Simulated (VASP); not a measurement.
Here is a VASP 6.6.1 calculation.

File INCAR:

```
ALGO     = Normal         # electronic algorithm
EDIFF    = 1E-6           # SCF threshold, eV
ENCUT    = 520            # plane-wave cutoff, eV
GGA      = PS             # functional
ISIF     = 2              # what is computed and relaxed
ISMEAR   = 0              # smearing method
LASPH    = T              # aspherical terms in the spheres
LCHARG   = F              # write CHGCAR
LREAL    = F              # projectors in reciprocal space
LWAVE    = F              # write WAVECAR
NBANDS   = 26             # bands
NELM     = 60             # most SCF steps
PREC     = Accurate       # precision mode
SIGMA    = 0.05           # smearing width, eV
```

The input KPOINTS:

```
k-points
0
Gamma
  8 8 8
```

Contents of POSCAR:

```
AlN
1.0
   -3.1135599857      0.0000000000      0.0000000000
    0.0000000000      5.3928440876      0.0000000000
    1.5567799928     -2.6964220438     -4.9833504711
Al N
4 4
Direct
    1.0105521302      0.3289687648      0.9984934868
    0.5105521302      0.8289687648      0.9984934868
    0.2379413566      0.9195247220      0.4984934868
    0.7379413566      0.4195247220      0.4984934868
    0.7981515710      0.1337968252      0.6165031751
    0.2981515710      0.6337968252      0.6165031751
    0.0683516041      0.7327063499      0.1165031751
    0.5683516041      0.2327063499      0.1165031751
```

Potentials or basis: VASP PAW PBE potentials, release 64 (Al, N).

The run is started by

```sh
$ cat potpaw_PBE.64/Al/POTCAR potpaw_PBE.64/N/POTCAR > POTCAR
$ mpirun -np 1 vasp_std > vasp.out
```

**Question.** Predict the pressure.

**Answer.** 0.5 GPa.

**Question.** Estimate the band gap on the k mesh.

**Answer.** 4.09 eV.

**Question.** What does it give for the largest force?

**Answer.** 0.840 eV/Å.

Stress tensor (GPa, compression positive):
```
 5.12 -0.02  0.00
-0.02 -3.85  0.00
 0.00  0.00  0.23
```

Caveat: the cell differs from its parent crystal (atoms displaced along several vibrational modes); the stress differs along the axes, from -4 to 5 GPa; the PAW data sets were made with another functional, which shifts forces and pressure a little. A k mesh can miss the band edges.
